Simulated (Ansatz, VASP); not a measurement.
## Two plane-wave programs on Ag2HCl2

INCAR

```
SYSTEM = Ag2HCl2
PREC = Accurate ; ENCUT = 470
EDIFF = 1E-6 ; ISMEAR = 0
SIGMA = 0.05 ; LREAL = .False.
LASPH = .True. ; NELM = 200
ALGO = Normal ; ISIF = 2
LWAVE = .False. ; LCHARG = .False.
ISPIN = 2 ; MAGMOM = 0 0 0 0 1
LORBIT = 11 ; LMAXMIX = 4
LDIPOL = .True. ; IDIPOL = 3
DIPOL = 0.5 0.5 0.307 ; GGA = PE
IVDW = 12 ; NBANDS = 38
GGA_COMPAT = .False. ; NELMDL = -8
```

KPOINTS

```
regular mesh
0
Gamma
  7 7 1
  0 0 0
```

The input POSCAR:

```
Ag2HCl2
1.0
    3.8966246593      0.0000000000      0.0000000000
    0.0000000000      3.8966246593      0.0000000000
    0.0000000000      0.0000000000     20.1478735173
Ag Cl H
2 2 1
Direct
    0.0000000000      0.0000000000      0.1985321179
    0.5000000000      0.5000000000      0.3337564577
    0.5000000000      0.5000000000      0.1985321179
    0.0000000000      0.0000000000      0.3398807081
    0.0000000000      0.1250000000      0.4639632817
```

Input for Ansatz:

```yaml
crystal:
  lattice:
    - [3.8966246593, 0.0, 0.0]
    - [0.0, 3.8966246593, 0.0]
    - [0.0, 0.0, 20.1478735173]
  atoms:
    - { symbol: Ag, position: [0.0, 0.0, 0.1985321179] }
    - { symbol: Cl, position: [0.5, 0.5, 0.1985321179] }
    - { symbol: Ag, position: [0.5, 0.5, 0.3337564577] }
    - { symbol: Cl, position: [0.0, 0.0, 0.3398807081] }
    - { symbol: H, position: [0.0, 0.125, 0.4639632817], spin: 1.0 }
basis:
  ecutwfc: 420
kpoints:
  mp_grid: { grid: [7, 7, 1] }
hamiltonian:
  xc: pbe
  dispersion: d3bj
scf:
  occupations: { method: gaussian, width: 0.05 }
output:
  forces: true
  eigenvalues: true
  populations: true
magnetization:
  spin_polarized: true
efield:
  axis: 3
  dipole_correction: true
  ramp_width: 0.04
```

Alike in both runs: task single point; functional PBE; dispersion D3(BJ); k mesh 7 × 7 × 1; occupations gaussian, width 0.05 eV; collinear spin.

```csv
,VASP,Ansatz
version,VASP 6.6.1,Ansatz 0.2.0
potentials or method,"VASP PAW PBE potentials, release 64 (Ag_sv_GW, Cl, H), cutoff 470 eV","scalar-relativistic, plane waves, PAW"
valence electrons in the cell,53,53
```

|  | VASP | Ansatz | Ansatz less VASP |
| --- | --- | --- | --- |
| gap on the k mesh at the Fermi level (eV) | 1.03 | 1.03 | 0.000 |
| least direct gap on the mesh (eV) | 2.12 | 2.12 | -0.001 |
| rms of the force components (eV/Å) | 0.105 | 0.105 | +0.0001 |
| net moment per atom (μB) | 0.20 | 0.20 | 0.000 |
| size of the moment on the site where the two differ most (μB) | 0.37 | 0.77 | +0.397 |

Site moments also hang on the region over which each program counts them.
